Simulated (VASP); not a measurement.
A run of VASP 6.6.1 is set up as follows.

File INCAR:

```
PREC = Accurate ; ENCUT = 520
EDIFF = 1E-6 ; ISMEAR = 0
SIGMA = 0.05 ; LREAL = False
LASPH = True ; NELM = 100
ALGO = Normal ; ISIF = 2
LWAVE = False ; LCHARG = True
GGA = PS ; LELF = True
LVHAR = True ; NBANDS = 16
```

File KPOINTS:

```
Automatic mesh
0
Gamma
  9 9 6
```

Contents of POSCAR:

```
MgO
1.0
    3.4947663863      0.0000000000      0.0000000000
   -1.7473831932      3.0265564708      0.0000000000
    0.0000000000      0.0000000000      4.1947132299
Mg O
2 2
Direct
    0.6747286342      0.3494572684      0.7500000000
    0.3252713658      0.6505427316      0.2500000000
    0.6607307308      0.3214614617      0.2500000000
    0.3392692692      0.6785385383      0.7500000000
```

Potentials or basis: VASP PAW PBE potentials, release 64 (Mg, O).

Run with:

```sh
$ cat potpaw_PBE.64/Mg/POTCAR potpaw_PBE.64/O/POTCAR > POTCAR
$ mpirun -np 1 vasp_std > vasp.out
```

(1) Predict the band gap on the k mesh.

(2) What does it give for the pressure?

(3) What does it give for the largest force?

Results:

(1) 3.25 eV, direct.

(2) -0.4 GPa.

(3) 0.345 eV/Å.

Caveat: the cell differs from its parent crystal (mode 5 frozen in at +0.049 Å, strain +e along z and -e/2 along x and y +0.0000); the PAW data sets were made with another functional, which shifts forces and pressure a little.
